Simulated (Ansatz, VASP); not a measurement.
MgO in VASP and in Ansatz

File INCAR:

```
SYSTEM = MgO
PREC = Accurate ; ENCUT = 520
EDIFF = 1E-7 ; ISMEAR = 0
SIGMA = 0.05 ; LREAL = .False.
LASPH = .True. ; NELM = 100
ALGO = Normal ; ISIF = 2
LWAVE = .False. ; LCHARG = .False.
NBANDS = 36
```

The input KPOINTS:

```
Automatic mesh
0
Gamma
  4 4 4
  0 0 0
```

POSCAR

```
MgO
1.0
    5.5230736673      0.0000000000      0.0000000000
    0.0000000000      5.5230736673      0.0000000000
    0.0000000000      0.0000000000      5.5230736673
Mg O
6 6
Direct
    0.2500000000     -0.0133531156      0.5000000000
    0.0000000000      0.5133531156      0.2500000000
    0.5000000000      0.7500000000      0.0000000000
    0.7500000000     -0.0133531156      0.5000000000
    0.0000000000      0.5133531156      0.7500000000
    0.5000000000      0.2500000000      0.0000000000
    0.2500000000      0.4739275612      0.0000000000
    0.5000000000      0.0260724388      0.2500000000
    0.0000000000      0.7500000000      0.5000000000
    0.7500000000      0.4739275612      0.0000000000
    0.5000000000      0.0260724388      0.7500000000
    0.0000000000      0.2500000000      0.5000000000
```

Input for Ansatz:

```yaml
crystal:
  lattice:
    - [5.5230736673, 0.0, 0.0]
    - [0.0, 5.5230736673, 0.0]
    - [0.0, 0.0, 5.5230736673]
  atoms:
    - { symbol: Mg, position: [0.25, -0.0133531156, 0.5] }
    - { symbol: Mg, position: [0.0, 0.5133531156, 0.25] }
    - { symbol: Mg, position: [0.5, 0.75, 0.0] }
    - { symbol: Mg, position: [0.75, -0.0133531156, 0.5] }
    - { symbol: Mg, position: [0.0, 0.5133531156, 0.75] }
    - { symbol: Mg, position: [0.5, 0.25, 0.0] }
    - { symbol: O, position: [0.25, 0.4739275612, 0.0] }
    - { symbol: O, position: [0.5, 0.0260724388, 0.25] }
    - { symbol: O, position: [0.0, 0.75, 0.5] }
    - { symbol: O, position: [0.75, 0.4739275612, 0.0] }
    - { symbol: O, position: [0.5, 0.0260724388, 0.75] }
    - { symbol: O, position: [0.0, 0.25, 0.5] }
basis:
  ecutwfc: 520.0
kpoints:
  mp_grid: { grid: [4, 4, 4] }
hamiltonian:
  xc: lda
  pseudopotentials: { kind: paw, azcp: { folder: soft_1 } }
scf:
  occupations: { method: gaussian, width: 0.05 }
output:
  forces: true
  stress: true
  eigenvalues: true
```

Change from the starting cell: mode 14 frozen in at +0.000 Å and mode 24 at -0.144 Å (largest displacements).

Alike in both runs: task single point; functional LDA; k mesh 4 × 4 × 4; occupations gaussian, width 0.05 eV; no spin polarisation.

|  | VASP | Ansatz |
| --- | --- | --- |
| version | VASP 6.6.1 | Ansatz 0.2.0 |
| potentials or method | VASP PAW LDA potentials, release 64 (Mg, O), cutoff 520 eV | scalar-relativistic, plane waves, PAW |
| valence electrons in the cell | 48 | 96 |

Ansatz gave:

| Property | Result |
| --- | --- |
| gap on the k mesh at the Fermi level (eV) | 2.60 |
| least direct gap on the mesh (eV) | 2.62 |
| pressure (GPa) | 0.7 |
| traceless stress, the component that is largest in VASP (GPa) | -0.71 |
| rms of the force components (eV/Å) | 0.958 |

Q: Which values does VASP return?

A: gap on the k mesh at the Fermi level (eV): 2.58; least direct gap on the mesh (eV): 2.60; pressure (GPa): 0.0; traceless stress, the component that is largest in VASP (GPa): -0.70; rms of the force components (eV/Å): 0.980.

Ansatz warns that its potentials were made for another functional, while VASP's fit it. LDA's correlation is that of Perdew and Zunger in VASP and of Perdew and Wang (1992) in Ansatz. Atom by atom the forces differ by 0.023 eV/Å (rms over components). VASP's potentials hold 48 valence electrons a cell and Ansatz's 96, so a difference there can come from the potentials and not from the codes.
